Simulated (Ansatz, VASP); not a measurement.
## GaP: VASP beside Ansatz

Contents of POSCAR:

```
GaP
1.0
    0.0000000000      2.7258125000      2.7258125000
    2.7258125000      0.0000000000      2.7258125000
    2.7258125000      2.7258125000      0.0000000000
Ga P
1 1
Direct
    0.0000000000      0.0000000000      0.0000000000
    0.7500000000      0.7500000000      0.7500000000
```

INCAR.step1

```
SYSTEM = GaP
ALGO     = Normal         ! electronic algorithm
EDIFF    = 1E-5           ! SCF threshold, eV
ENCUT    = 400            ! plane-wave cutoff, eV
GGA      = PE             ! functional
GGA_COMPAT= .False.      
ISIF     = 2              ! what is computed and relaxed
ISMEAR   = -1             ! smearing method
LASPH    = .True.         ! aspherical terms in the spheres
LREAL    = .False.        ! projectors in reciprocal space
LWAVE    = .True.         ! write WAVECAR
NBANDS   = 16             ! bands
NELM     = 120            ! most SCF steps
PREC     = Accurate       ! precision mode
SIGMA    = 0.01           ! smearing width, eV
```

INCAR.step2

```
SYSTEM = GaP
AEXX     = 0.25           ! exact-exchange fraction
ALGO     = Normal         ! electronic algorithm
EDIFF    = 1E-6           ! SCF threshold, eV
ENCUT    = 400            ! plane-wave cutoff, eV
GGA      = PE             ! functional
GGA_COMPAT= .False.      
ISIF     = 2              ! what is computed and relaxed
ISMEAR   = -1             ! smearing method
ISTART   = 1            
LASPH    = .True.         ! aspherical terms in the spheres
LCHARG   = .True.         ! write CHGCAR
LELF     = .True.         ! ELF
LHFCALC  = .True.         ! exact exchange
LREAL    = .False.        ! projectors in reciprocal space
LVHAR    = .True.       
LWAVE    = .False.        ! write WAVECAR
NBANDS   = 16             ! bands
NELM     = 120            ! most SCF steps
PREC     = Accurate       ! precision mode
PRECFOCK = Normal       
SIGMA    = 0.01           ! smearing width, eV
```

KPOINTS

```
k-points
0
Gamma
  6 6 6
  0 0 0
```

Input for Ansatz:

```yaml
crystal:
  lattice:
    - [0.0, 2.7258125, 2.7258125]
    - [2.7258125, 0.0, 2.7258125]
    - [2.7258125, 2.7258125, 0.0]
  atoms:
    - { symbol: Ga, position: [0.0, 0.0, 0.0] }
    - { symbol: P, position: [0.75, 0.75, 0.75] }
basis:
  ecutwfc: 420.0
  ecutrho_ratio: 4
  xc_grid: 2
  precision: f64
hamiltonian:
  xc: pbe0
  pseudopotentials: { kind: paw, azcp: { folder: soft_1 } }
scf:
  max_iter: 80
  occupations: { method: fermi_dirac, width: 0.01 }
kpoints:
  mp_grid: { grid: [6, 6, 6] }
  band_path: { path: [VBM, CBM], npoints: 1 }
checkpoint:
  write: "../edges.pbe0.run"
  compress: false
  write_wavefunctions: true
  write_every: 100000
```

Alike in both runs: task single point; functional PBE0; k mesh 6 × 6 × 6; occupations fermi-dirac, width 0.01 eV; no spin polarisation.

```csv
,VASP,Ansatz
version,VASP 6.6.1,Ansatz 0.2.0
potentials or method,"VASP PAW PBE potentials, release 64 (Ga_d, P), cutoff 400 eV",plane-wave PAW DFT
valence electrons in the cell,18,18
```

Ansatz gave:

```
gap on the k mesh at the Fermi level (eV) : 2.96
```

Question: What did VASP give for the same quantities?

Answer: gap on the k mesh at the Fermi level (eV): 2.98.

The functional is the same, so the differences come from potentials, cutoffs and numerics.
